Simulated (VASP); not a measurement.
# Tl (P6_3/mmc) in VASP: single point with r2SCAN

Aim: the single point of Tl with r2SCAN.

All numbers are computed with VASP 6.6.1; they aren't measurements. Logs are shortened: lines on timing, memory, paths and dates and some standing lists are left out, and cuts for length are marked.

## Step 1: The cell of the first run

Symmetry: P6_3/mmc, No. 194, hexagonal system. Conventional cell: a = 3.539 Å, b = 3.539 Å, c = 5.560 Å, α = 90.00°, β = 90.00°, γ = 120.00°. Within 4.5 Å of Tl (site symmetry -6m2) lie 12 Tl at 3.45 to 3.54 Å.

## Step 2: Single point, r2SCAN

POSCAR

```
Tl
1.0
    3.5390198216      0.0000000000      0.0000000000
   -1.7695099108      3.0648810700      0.0000000000
    0.0000000000      0.0000000000      5.5599260469
Tl
2
Direct
    0.3333333333      0.6666666667      0.2500000000
    0.6666666667      0.3333333333      0.7500000000
```

INCAR.step1

```
SYSTEM = Tl
PREC     = Accurate       ! precision mode
ENCUT    = 520            ! plane-wave cutoff, eV
ISMEAR   = 0              ! smearing method
SIGMA    = 0.02           ! smearing width, eV
LREAL    = .False.        ! projectors in reciprocal space
LASPH    = .True.         ! aspherical terms in the spheres
NELM     = 60             ! most SCF steps
NBANDS   = 20             ! bands
GGA      = PE             ! functional
ALGO     = Normal         ! electronic algorithm
EDIFF    = 1E-4           ! SCF threshold, eV
LWAVE    = .True.         ! write WAVECAR
LCHARG   = .False.        ! write CHGCAR
```

INCAR.step2

```
SYSTEM = Tl
PREC     = Accurate       ! precision mode
ENCUT    = 520            ! plane-wave cutoff, eV
EDIFF    = 1E-6           ! SCF threshold, eV
ISMEAR   = 0              ! smearing method
SIGMA    = 0.02           ! smearing width, eV
LREAL    = .False.        ! projectors in reciprocal space
LASPH    = .True.         ! aspherical terms in the spheres
NELM     = 60             ! most SCF steps
ALGO     = Normal         ! electronic algorithm
ISIF     = 2              ! what is computed and relaxed
LWAVE    = .False.        ! write WAVECAR
LCHARG   = .True.         ! write CHGCAR
METAGGA  = R2SCAN         ! meta-GGA
LMIXTAU  = .True.       
LELF     = .True.         ! ELF
LVHAR    = .True.       
NBANDS   = 20             ! bands
ISTART   = 1
```

KPOINTS

```
Automatic mesh
0
Gamma
  14 14 8
  0 0 0
```

Potentials or basis: VASP PAW PBE potentials, release 64 (Tl_d).

Started as:

```
cat potpaw_PBE.64/Tl_d/POTCAR > POTCAR
cp INCAR.step1 INCAR
mpirun -np 1 vasp_std > vasp.out
cp INCAR.step2 INCAR
mpirun -np 1 vasp_std > vasp.out
```

OUTCAR:

```text
SYSTEM = Tl
   PREC = Accurate
   ENCUT = 520
   EDIFF = 1E-6
   ISMEAR = 0
   LREAL = .False.
   LASPH = .True.
   NELM = 60
   ISIF = 2
   METAGGA = R2SCAN
   ISTART = 1

 ion  position               nearest neighbor table
   1  0.333  0.667  0.250-   2 3.45   2 3.45   2 3.45   2 3.45   2 3.45   2 3.45
   2  0.667  0.333  0.750-   1 3.45   1 3.45   1 3.45   1 3.45   1 3.45   1 3.45

  LATTYP: Found a hexagonal cell.
 ALAT       =     3.5390198216
 C/A-ratio  =     1.5710355768

  Lattice vectors:

 A1 = (   3.5390198216,   0.0000000000,   0.0000000000)
 A2 = (  -1.7695099108,   3.0648810700,   0.0000000000)
 A3 = (   0.0000000000,   0.0000000000,   5.5599260469)

Analysis of symmetry for initial positions (statically):
=====================================================================
 Subroutine PRICEL returns:
 Original cell was already a primitive cell.

 Routine SETGRP: Setting up the symmetry group for a
 hexagonal supercell.

 Subroutine GETGRP returns: Found 24 space group operations
 (whereof 12 operations were pure point group operations)
 out of a pool of 24 trial point group operations.

The static configuration has the point symmetry D_3d.
 The point group associated with its full space group is D_6h.

Analysis of symmetry for dynamics (positions and initial velocities):
=====================================================================
 Subroutine PRICEL returns:
 Original cell was already a primitive cell.

 Routine SETGRP: Setting up the symmetry group for a
 hexagonal supercell.

 Subroutine GETGRP returns: Found 24 space group operations
 (whereof 12 operations were pure point group operations)
 out of a pool of 24 trial point group operations.

The dynamic configuration has the point symmetry D_3d.
 The point group associated with its full space group is D_6h.

 Subroutine INISYM returns: Found 24 space group operations
 (whereof 12 operations are pure point group operations),
 and found     1 'primitive' translations

----------------------------------------------------------------------------------------

                                     Primitive cell

  volume of cell :      60.3067

  direct lattice vectors                    reciprocal lattice vectors
     3.539019822  0.000000000  0.000000000     0.282564114  0.163138467  0.000000000
    -1.769509911  3.064881070  0.000000000     0.000000000  0.326276934  0.000000000
     0.000000000  0.000000000  5.559926047     0.000000000  0.000000000  0.179858507

  length of vectors
     3.539019822  3.539019822  5.559926047     0.326276934  0.326276934  0.179858507

  position of ions in fractional coordinates (direct lattice)
     0.333333333  0.666666667  0.250000000
     0.666666667  0.333333333  0.750000000

  ion indices of the primitive-cell ions
   primitive index   ion index
                 1           1
                 2           2

----------------------------------------------------------------------------------------

 KPOINTS: Automatic mesh

Automatic generation of k-mesh.
 Grid dimensions read from file:
 generate k-points for:   14   14    8

 Generating k-lattice:

  Cartesian coordinates                     Fractional coordinates (reciprocal lattice)
     0.020183151  0.011652748  0.000000000     0.071428571  0.000000000  0.000000000
     0.000000000  0.023305495  0.000000000     0.000000000  0.071428571  0.000000000
     0.000000000  0.000000000  0.022482313     0.000000000  0.000000000  0.125000000

  Length of vectors
     0.023305495  0.023305495  0.022482313

  Shift w.r.t. Gamma in fractional coordinates (k-lattice)
     0.000000000  0.000000000  0.000000000

 Subroutine IBZKPT returns following result:
 ===========================================

 Found    120 irreducible k-points:

 Following reciprocal coordinates:
            Coordinates               Weight
  0.000000  0.000000  0.000000      1.000000
  0.071429  0.000000  0.000000      6.000000
  0.142857  0.000000  0.000000      6.000000
  0.214286  0.000000  0.000000      6.000000
  0.285714  0.000000  0.000000      6.000000
  0.357143 -0.000000  0.000000      6.000000
[... 16 lines left out ...]
  0.285714  0.285714  0.000000      6.000000
  0.357143  0.285714  0.000000      6.000000
 [... further k-points ...]
   k-points           NKPTS =    120   k-points in BZ     NKDIM =    120   number of bands    NBANDS=     20
   number of dos      NEDOS =    301   number of ions     NIONS =      2
   total plane-waves  NPLWV =  32928
   dimension x,y,z NGX =    28 NGY =   28 NGZ =   42
   dimension x,y,z NGXF=    56 NGYF=   56 NGZF=   84
   ions per type =               2
   NGX,Y,Z   is equivalent  to a cutoff of  13.15, 13.15, 12.56 a.u.
   NGXF,Y,Z  is equivalent  to a cutoff of  26.31, 26.31, 25.12 a.u.
 SYSTEM =  Tl
   PREC   = accura    normal or accurate (medium, high low for compatibility)
   ISTART =      1    job   : 0-new  1-cont  2-samecut
   ICHARG =      0    charge: 1-file 2-atom 10-const
   ISPIN  =      1    spin polarized calculation?
   LNONCOLLINEAR =      F non collinear calculations
   LSORBIT =      F    spin-orbit coupling
   LASPH  =      T    aspherical Exc in radial PAW
   ENCUT  =  520.0 eV  38.22 Ry    6.18 a.u.   6.58  6.58 10.34*2*pi/ulx,y,z
   NELM   =     60;   NELMIN=  2; NELMDL=  0     # of ELM steps
   EDIFF  = 0.1E-05   stopping-criterion for ELM
   LREAL  =      F    real-space projection
   EDIFFG = 0.1E-04   stopping-criterion for IOM
   NSW    =      0    number of steps for IOM
   IBRION =     -1    ionic relax: 0-MD 1-quasi-New 2-CG
   NFREE  =      0    steps in history (QN), initial steepest desc. (CG)
   ISIF   =      2    stress and relaxation
   ISYM   =      2    0-nonsym 1-usesym 2-fastsym
   POTIM  = 0.5000    time-step for ionic-motion
   TEBEG  =    0.0;   TEEND  =   0.0 temperature during run
   PSTRESS=    0.0 pullay stress
   NELECT =      26.0000    total number of electrons
   NUPDOWN=      -1.0000    fix difference up-down
   EMIN   =  10.00;   EMAX   =-10.00  energy-range for DOS
   EFERMI =   0.00;   METHOD = LEGACY
   ISMEAR =     0;   SIGMA  =   0.02  broadening in eV -4-tet -1-fermi 0-gaus
   EFERMI_NEDOS =   21; number of points for ismear=-14 and -15
   IALGO  =     38    algorithm
   IMIX   =      4    mixing-type and parameters
     AMIX     =   0.40;   BMIX     =  1.00
     AMIX_MAG =   1.60;   BMIX_MAG =  1.00
  volume/ion in A,a.u.               =      30.15       203.48
  Fermi-wavevector in a.u.,A,eV,Ry     =   1.236737  2.337094 20.810366  1.529519
  Thomas-Fermi vector in A             =   2.371333
   LORBIT       =      0    0 simple, 1 ext, 2 COOP (PROOUT), +10 PAW based schemes
   METAGGA = R2SCAN    functional components
   LHFCALC =     F    Hartree Fock is set to
   AEXX    =    0.0000 exact exchange contribution
   IVDW    =     0    specifies the selected vdW correction
   LEPSILON=     F    determine dielectric tensor
   LRPA    =     F    only Hartree local field effects (RPA)
 non-spin polarized calculation
 Gauss-broadening in eV      SIGMA  =   0.02
  energy-cutoff  :      520.00
  volume of cell :       60.31
 maximum number of plane-waves:      1665
 NGX is ok and might be reduce to    28
   NGX = 13   NGY = 13   NGZ = 21

 number of electron      26.0000004 magnetization

 Free energy of the ion-electron system (eV)
  ---------------------------------------------------
  ext. energy  EPLUGINS =         0.00000000
  ---------------------------------------------------
  free energy    TOTEN  =      -106.34635483 eV

  energy without entropy =     -106.34609919  energy(sigma->0) =     -106.34622701

 E-fermi :   6.0384     XC(G=0): -10.5268

 val. band max:        6.0379870179   @ k =   0.3571   0.2857   0.3750
 cond. band min:       6.0702272786   @ k =   0.2857   0.0714   0.3750
 fundamental gap:      0.0322402606
 Fermi energy:         6.0384316458

 k-point     1 :       0.0000    0.0000    0.0000
  band No.  band energies     occupation
      1      -6.2654      2.00000
      2      -6.0657      2.00000
      3      -6.0629      2.00000
      4      -6.0629      2.00000
      5      -6.0131      2.00000
      6      -6.0131      2.00000
[... 12 lines left out ...]
     19      16.9110      0.00000
     20      17.1509      0.00000

 k-point     2 :       0.0714    0.0000    0.0000
  band No.  band energies     occupation
      1      -6.2517      2.00000
      2      -6.0974      2.00000
      3      -6.0439      2.00000
      4      -6.0272      2.00000
      5      -6.0128      2.00000
      6      -5.9953      2.00000
[... 12 lines left out ...]
     19      17.1352      0.00000
     20      17.4866      0.00000

 k-point     3 :       0.1429    0.0000    0.0000
  band No.  band energies     occupation
      1      -6.2327      2.00000
      2      -6.1157      2.00000
      3      -6.0222      2.00000
      4      -6.0191      2.00000
      5      -6.0143      2.00000
      6      -5.9902      2.00000
[... 12 lines left out ...]
     19      16.4122      0.00000
     20      18.3917      0.00000

 k-point     4 :       0.2143    0.0000    0.0000
  band No.  band energies     occupation
      1      -6.2551      2.00000
      2      -6.1024      2.00000
      3      -6.0721      2.00000
      4      -6.0466      2.00000
      5      -6.0145      2.00000
      6      -5.9119      2.00000
[... 12 lines left out ...]
     19      15.7160      0.00000
     20      17.6757      0.00000

 k-point     5 :       0.2857    0.0000    0.0000
  band No.  band energies     occupation
      1      -6.3011      2.00000
      2      -6.1340      2.00000
      3      -6.1105      2.00000
      4      -6.0800      2.00000
      5      -5.9766      2.00000
      6      -5.8306      2.00000
[... 12 lines left out ...]
     19      15.1286      0.00000
     20      17.0038      0.00000
[... 353 lines left out ...]
      6      -5.8880      2.00000
[... 12 lines left out ...]
     19      13.9264      0.00000
     20      18.5133      0.00000

 k-point    22 :       0.3571    0.2143    0.0000
  band No.  band energies     occupation
      1      -6.2987      2.00000
      2      -6.2137      2.00000
      3      -6.0747      2.00000
      4      -6.0665      2.00000
      5      -5.9387      2.00000
      6      -5.8740      2.00000
[... 12 lines left out ...]
     19      13.6556      0.00000
     20      18.3986      0.00000

 k-point    23 :       0.2857    0.2857    0.0000
  band No.  band energies     occupation
      1      -6.3048      2.00000
      2      -6.1224      2.00000
      3      -6.1142      2.00000
      4      -6.0494      2.00000
      5      -5.9525      2.00000
      6      -5.8926      2.00000
[... 12 lines left out ...]
     19      13.2649      0.00000
     20      20.4144      0.00000

 k-point    24 :       0.3571    0.2857    0.0000
  band No.  band energies     occupation
      1      -6.3161      2.00000
      2      -6.1211      2.00000
      3      -6.0662      2.00000
      4      -6.0286      2.00000
      5      -5.9780      2.00000
      6      -5.9349      2.00000
[... 12 lines left out ...]
     19      13.0467      0.00000
     20      20.4131      0.00000

 [... further k-points ...]
[... 5 lines left out ...]
  --------------------------------------------------------------------------------------
  -------------------------------------------------------------------------------------
  Total       -0.0165844     -0.0165844     -0.0144422      0.0000000     -0.0000000      0.0000000
  in kB       -0.4406000     -0.4406000     -0.3836892      0.0000000     -0.0000000      0.0000000
  external PRESSURE =      -0.4216297 kB  Pullay stress =       0.0000000 kB

 VOLUME and BASIS-vectors are now :
 -----------------------------------------------------------------------------
  energy-cutoff  :      520.00
  volume of cell :       60.31
      direct lattice vectors                 reciprocal lattice vectors
     3.539019822  0.000000000  0.000000000     0.282564114  0.163138467  0.000000000
    -1.769509911  3.064881070  0.000000000     0.000000000  0.326276934  0.000000000
     0.000000000  0.000000000  5.559926047     0.000000000  0.000000000  0.179858507

 POSITION                                       TOTAL-FORCE (eV/Angst)
 -----------------------------------------------------------------------------------
     -0.00000      2.04325      1.38998         0.000000     -0.000000      0.000000
      1.76951      1.02163      4.16994        -0.000000      0.000000      0.000000
 -----------------------------------------------------------------------------------
    total drift:                                0.000000     -0.000000      0.000000

  FREE ENERGIE OF THE ION-ELECTRON SYSTEM (eV)
  ---------------------------------------------------
  free  energy   TOTEN  =      -106.3463548271 eV

  energy  without entropy=     -106.3460991881  energy(sigma->0) =     -106.34622701
```

It took 4.8 min on 1 thread of AMD EPYC 9R45 (Zen 5), shared host; peak memory 0.23 GiB.

What came out:

```
Free energy            : -106.3464 eV
Pressure               : 0.0 GPa
Band gap on the k mesh : zero (bands 13 and 14 overlap by 5.76 eV)
```

Levels at points of the mesh, in eV from the Fermi level:
| k point | band 9 | band 10 | band 11 | band 12 | band 13 | band 14 | band 15 | band 16 | band 17 | band 18 |
| --- | --- | --- | --- | --- | --- | --- | --- | --- | --- | --- |
| (0.00, 0.00, 0.00) | -11.69 | -11.69 | -10.13 | -5.27 | -2.66 | 7.61 | 7.61 | 9.70 | 9.70 | 10.64 |
| (0.50, 0.00, 0.00) | -11.66 | -11.64 | -6.13 | -4.92 | -0.73 | 0.64 | 1.37 | 3.72 | 3.89 | 8.09 |
| (0.00, 0.00, 0.50) | -11.79 | -11.79 | -8.69 | -8.69 | 3.52 | 3.52 | 8.60 | 8.60 | 8.60 | 8.60 |
| (0.50, 0.00, 0.50) | -11.68 | -11.68 | -5.09 | -5.09 | -2.17 | -2.17 | 5.40 | 5.40 | 6.15 | 6.15 |

Caveat: the PAW data sets were made with another functional, which shifts forces and pressure a little; spin-orbit coupling is left out, which moves the levels of the heavy elements.

The gap in the log of VASP goes by the Fermi energy; the results here count the filled bands.